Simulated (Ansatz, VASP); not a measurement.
One calculation of TePb, two programs

```
Te Pb
1.0
    -0.03227    3.21087    3.21087
     3.21087   -0.03227    3.21087
     3.21087    3.21087   -0.03227
Te Pb
1 1
Direct
  0.50000 0.50000 0.50000
  0.00000 0.00000 0.00000
```

Change from the starting cell: equal xy, yz and zx shear strains of -1 %.

Alike in both runs: task single point; functional PBEsol; k mesh 10 × 10 × 10; occupations fermi-dirac, width 0.03 eV; no spin polarisation.

|  | VASP | Ansatz |
| --- | --- | --- |
| version | VASP 6.6.1 | Ansatz 0.2.0 |
| potentials or method | VASP PAW PBE potentials, release 64 (Te, Pb_d), cutoff 520 eV | all-electron LAPW, scalar-relativistic |

|  | VASP | Ansatz | Ansatz less VASP |
| --- | --- | --- | --- |
| pressure (GPa) | -0.3 | -0.2 | +0.04 |
| traceless stress, the component that is largest in VASP (GPa) | 0.15 | 0.15 | 0.000 |

VASP's potentials were made for PBE, not for PBEsol. Ansatz ran all-electron here, and VASP with PAW potentials.

Neither program's run includes spin-orbit coupling.
